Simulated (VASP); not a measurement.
# MnO (Fm-3m) in VASP: a series of runs

MnO is run at these levels: PBE, r2SCAN, LDA; tasks: single point.

All numbers are computed with VASP 6.6.1; they aren't measurements. Logs are shortened: lines on timing, memory, paths and dates and some standing lists are left out, and cuts for length are marked.

## 1. The cell of the first run

It takes space group Fm-3m (No. 225, cubic). Conventional cell: a = 4.448 Å, b = 4.448 Å, c = 4.448 Å, α = 90.00°, β = 90.00°, γ = 90.00°. Mn (site symmetry m-3m) has 6 O at 2.22 Å within 2.9 Å. O (site symmetry m-3m) has 6 Mn at 2.22 Å within 2.9 Å.

## 2. Single point, PBE, collinear spin, ferromagnetic start

Contents of INCAR:

```
SYSTEM = MnO
ALGO = Normal ; EDIFF = 1E-7
ENCUT = 520 ; GGA = PE
ISIF = 2 ; ISMEAR = -1
ISPIN = 2 ; LASPH = .True.
LCHARG = .False. ; LMAXMIX = 4
LORBIT = 11 ; LREAL = .False.
LWAVE = .False. ; MAGMOM = 5 0
NBANDS = 20 ; NELM = 150
NUPDOWN = 5.0 ; PREC = Accurate
SIGMA = 0.05
```

Contents of KPOINTS:

```
k-points
0
Gamma
  9 9 9
  0 0 0
```

Contents of POSCAR:

```
MnO
1.0
    0.0000000000      2.2239077028      2.2239077028
    2.2239077028      0.0000000000      2.2239077028
    2.2239077028      2.2239077028      0.0000000000
Mn O
1 1
Direct
    0.0000000000      0.0000000000      0.0000000000
    0.5000000000      0.5000000000      0.5000000000
```

Potentials or basis: VASP PAW PBE potentials, release 64 (Mn_pv, O).

Run with:

```bash
$ cat potpaw_PBE.64/Mn_pv/POTCAR potpaw_PBE.64/O/POTCAR > POTCAR
$ mpirun -np 1 vasp_std > vasp.out
```

OUTCAR:

```text
SYSTEM = MnO
   EDIFF = 1E-7
   ENCUT = 520
   GGA = PE
   ISIF = 2
   ISMEAR = -1
   ISPIN = 2
   LASPH = .True.
   LORBIT = 11
   LREAL = .False.
   NELM = 150
   NUPDOWN = 5.0
   PREC = Accurate

 ion  position               nearest neighbor table
   1  0.000  0.000  0.000-   2 2.22   2 2.22   2 2.22   2 2.22   2 2.22   2 2.22
   2  0.500  0.500  0.500-   1 2.22   1 2.22   1 2.22   1 2.22   1 2.22   1 2.22

  LATTYP: Found a face centered cubic cell.
 ALAT       =     4.4478154056

  Lattice vectors:

 A1 = (   0.0000000000,   2.2239077028,   2.2239077028)
 A2 = (   2.2239077028,   0.0000000000,   2.2239077028)
 A3 = (   2.2239077028,   2.2239077028,   0.0000000000)

Analysis of symmetry for initial positions (statically):
=====================================================================
 Subroutine PRICEL returns:
 Original cell was already a primitive cell.

 Routine SETGRP: Setting up the symmetry group for a
 face centered cubic supercell.

 Subroutine GETGRP returns: Found 48 space group operations
 (whereof 48 operations were pure point group operations)
 out of a pool of 48 trial point group operations.

The static configuration has the point symmetry O_h .

Analysis of symmetry for dynamics (positions and initial velocities):
=====================================================================
 Subroutine PRICEL returns:
 Original cell was already a primitive cell.

 Routine SETGRP: Setting up the symmetry group for a
 face centered cubic supercell.

 Subroutine GETGRP returns: Found 48 space group operations
 (whereof 48 operations were pure point group operations)
 out of a pool of 48 trial point group operations.

The dynamic configuration has the point symmetry O_h .

Analysis of structural, dynamic, and magnetic symmetry:
=====================================================================
 Subroutine PRICEL returns:
 Original cell was already a primitive cell.

 Routine SETGRP: Setting up the symmetry group for a
 face centered cubic supercell.

 Subroutine GETGRP returns: Found 48 space group operations
 (whereof 48 operations were pure point group operations)
 out of a pool of 48 trial point group operations.

The overall configuration has the point symmetry O_h .

 Subroutine INISYM returns: Found 48 space group operations
 (whereof 48 operations are pure point group operations),
 and found     1 'primitive' translations

----------------------------------------------------------------------------------------

[... 113 lines left out ...]
  volume/ion in A,a.u.               =      11.00        74.22
  Fermi-wavevector in a.u.,A,eV,Ry     =   1.559071  2.946217 33.071721  2.430703
  Thomas-Fermi vector in A             =   2.662483
   LORBIT       =     11    0 simple, 1 ext, 2 COOP (PROOUT), +10 PAW based schemes
   GGA     = PE    functional components
   LHFCALC =     F    Hartree Fock is set to
   AEXX    =    0.0000 exact exchange contribution
   IVDW    =     0    specifies the selected vdW correction
   LEPSILON=     F    determine dielectric tensor
   LRPA    =     F    only Hartree local field effects (RPA)
 spin polarized calculation
  energy-cutoff  :      520.00
  volume of cell :       22.00
 maximum number of plane-waves:       609
   NGX = 11   NGY = 11   NGZ = 11

 number of electron      18.9999991 magnetization       4.9999997

 Free energy of the ion-electron system (eV)
  ---------------------------------------------------
  ext. energy  EPLUGINS =         0.00000000
  ---------------------------------------------------
  free energy    TOTEN  =       -16.36461233 eV

  energy without entropy =      -16.36303957  energy(sigma->0) =      -16.36382595

 E-fermi :   5.4808     XC(G=0): -11.8281

 val. band max:        7.6877259676   @ k =   0.4444   0.0000   0.0000
 cond. band min:       6.8642518029   @ k =   0.4444   0.4444   0.0000
 fundamental gap:     -0.8234741647
 Fermi energy:         7.8112138077

 spin component 1

 k-point     1 :       0.0000    0.0000    0.0000
  band No.  band energies     occupation
      1     -42.8630      1.00000
      2     -42.8629      1.00000
      3     -42.8629      1.00000
      4     -12.6726      1.00000
      5       3.8577      1.00000
      6       3.8577      1.00000
[... 541 lines left out ...]
     19      33.2682      0.00000
     20      35.6016      0.00000

 [... further k-points ...]

 spin component 2

 k-point     1 :       0.0000    0.0000    0.0000
  band No.  band energies     occupation
      1     -38.0352      1.00000
      2     -38.0352      1.00000
      3     -38.0352      1.00000
      4     -12.1526      1.00000
      5       4.3176      1.00000
      6       4.3176      1.00000
[... 541 lines left out ...]
     19      34.3448      0.00000
     20      35.9466      0.00000

 [... further k-points ...]

------------------------ aborting loop because EDIFF is reached ----------------------------------------

  FORCE on cell =-STRESS in cart. coord.  units (eV):
  Direction    XX          YY          ZZ          XY          YZ          ZX
  --------------------------------------------------------------------------------------
  -------------------------------------------------------------------------------------
  Total        0.6737388      0.6737388      0.6737388      0.0000000      0.0000000     -0.0000000
  in kB       49.0706567     49.0706567     49.0706567      0.0000000      0.0000000     -0.0000000
  external PRESSURE =      49.0706567 kB  Pullay stress =       0.0000000 kB

 VOLUME and BASIS-vectors are now :
 -----------------------------------------------------------------------------
  energy-cutoff  :      520.00
  volume of cell :       22.00
      direct lattice vectors                 reciprocal lattice vectors
     0.000000000  2.223907703  2.223907703    -0.224829474  0.224829474  0.224829474
     2.223907703  0.000000000  2.223907703     0.224829474 -0.224829474  0.224829474
     2.223907703  2.223907703  0.000000000     0.224829474  0.224829474 -0.224829474

 POSITION                                       TOTAL-FORCE (eV/Angst)
 -----------------------------------------------------------------------------------
      0.00000      0.00000      0.00000        -0.000000     -0.000000      0.000000
      2.22391      2.22391      2.22391         0.000000      0.000000     -0.000000
 -----------------------------------------------------------------------------------
    total drift:                                0.000000     -0.000000     -0.000000

  FREE ENERGIE OF THE ION-ELECTRON SYSTEM (eV)
  ---------------------------------------------------
  free  energy   TOTEN  =       -16.3646123293 eV

  energy  without entropy=      -16.3630395738  energy(sigma->0) =      -16.36382595

 total charge

# of ion       s       p       d       tot
------------------------------------------
    1        0.206   6.179   4.964  11.349
    2        1.560   3.428   0.000   4.988
--------------------------------------------------
tot          1.766   9.606   4.964  16.337

 magnetization (x)

# of ion       s       p       d       tot
------------------------------------------
    1        0.036   0.027   4.421   4.484
    2        0.032   0.212   0.000   0.244
--------------------------------------------------
tot          0.068   0.239   4.421   4.728
```

OSZICAR:

```text
N       E                     dE             d eps       ncg     rms          rms(c)
DAV:   1     0.177931517303E+03    0.17793E+03   -0.10828E+04  2808   0.117E+03
DAV:   2    -0.101006762026E+02   -0.18803E+03   -0.17757E+03  2884   0.337E+02
DAV:   3    -0.186909050734E+02   -0.85902E+01   -0.85289E+01  3164   0.772E+01
DAV:   4    -0.187531093109E+02   -0.62204E-01   -0.62192E-01  3180   0.678E+00
DAV:   5    -0.187536455136E+02   -0.53620E-03   -0.53619E-03  3160   0.628E-01    0.142E+01
DAV:   6    -0.164558288166E+02    0.22978E+01   -0.87800E+00  3772   0.310E+01    0.127E+01
DAV:   7    -0.163790190542E+02    0.76810E-01   -0.93282E-01  3180   0.120E+01    0.785E+00
DAV:   8    -0.163707633617E+02    0.82557E-02   -0.10685E-01  3096   0.257E+00    0.435E+00
DAV:   9    -0.163639812408E+02    0.67821E-02   -0.15255E-02  2992   0.147E+00    0.578E-01
DAV:  10    -0.163645200867E+02   -0.53885E-03   -0.22297E-03  3016   0.395E-01    0.936E-02
DAV:  11    -0.163645690441E+02   -0.48957E-04   -0.61395E-05  3160   0.742E-02    0.583E-02
DAV:  12    -0.163646052032E+02   -0.36159E-04   -0.16326E-05  3096   0.354E-02    0.252E-02
DAV:  13    -0.163646122857E+02   -0.70825E-05   -0.53822E-06  3092   0.171E-02    0.413E-03
DAV:  14    -0.163646120325E+02    0.25320E-06   -0.82613E-07  3228   0.700E-03    0.415E-03
DAV:  15    -0.163646123317E+02   -0.29923E-06   -0.46390E-08  2232   0.205E-03    0.183E-03
DAV:  16    -0.163646123293E+02    0.24052E-08   -0.44662E-08  1996   0.175E-03
   1 F= -.16364612E+02 E0= -.16363826E+02  d E =-.157276E-02  mag=     5.0000
```

It took 15 s on 1 thread of Intel Xeon Platinum 8488C (Sapphire Rapids), shared host; peak memory 0.16 GiB.

Results:

| Property | Result |
| --- | --- |
| Free energy | -16.3646 eV |
| Pressure | 4.9 GPa |
| Net moment | 5.00 μB per cell |
| Site moments | Mn +4.48; O +0.24 μB |
| Valence electrons inside the program's atomic spheres | Mn 11.35; O 4.99 |

Caveat: the total moment is fixed, so each spin has its own Fermi level; a cell with one magnetic atom can't hold antiferromagnetic order, which such compounds often take.

## 3. Single point, PBE, collinear spin, ferromagnetic start

Contents of INCAR:

```
SYSTEM = MnO
PREC = Accurate
ENCUT = 520
EDIFF = 1E-6
ISMEAR = -1
SIGMA = 0.05
LREAL = .FALSE.
LASPH = .TRUE.
NELM = 150
ALGO = Normal
ISIF = 2
LWAVE = .FALSE.
LCHARG = .TRUE.
ISPIN = 2
MAGMOM = 6 0
LORBIT = 11
NUPDOWN = 6.0
LMAXMIX = 4
GGA = PE
LELF = .TRUE.
LVHAR = .TRUE.
NBANDS = 20
```

Contents of KPOINTS:

```
Automatic mesh
0
G
  9 9 9
  0 0 0
```

POSCAR is that of step 2.

Potentials or basis: VASP PAW PBE potentials, release 64 (Mn_pv, O).

Run with:

```bash
$ cat potpaw_PBE.64/Mn_pv/POTCAR potpaw_PBE.64/O/POTCAR > POTCAR
$ mpirun -np 1 vasp_std > vasp.out
```

It took 14 s on 1 thread of Intel Xeon Platinum 8488C (Sapphire Rapids), shared host; peak memory 0.15 GiB.

It converged, with:

| Property | Result |
| --- | --- |
| Free energy | -12.7817 eV |
| Pressure | 37.7 GPa |
| Net moment | 6.00 μB per cell |
| Site moments | Mn +4.64; O +0.76 μB |
| Valence electrons inside the program's atomic spheres | Mn 11.39; O 4.93 |

Caveat: the total moment is fixed, so each spin has its own Fermi level; a cell with one magnetic atom can't hold antiferromagnetic order, which such compounds often take.

[end of part 1 of 3]
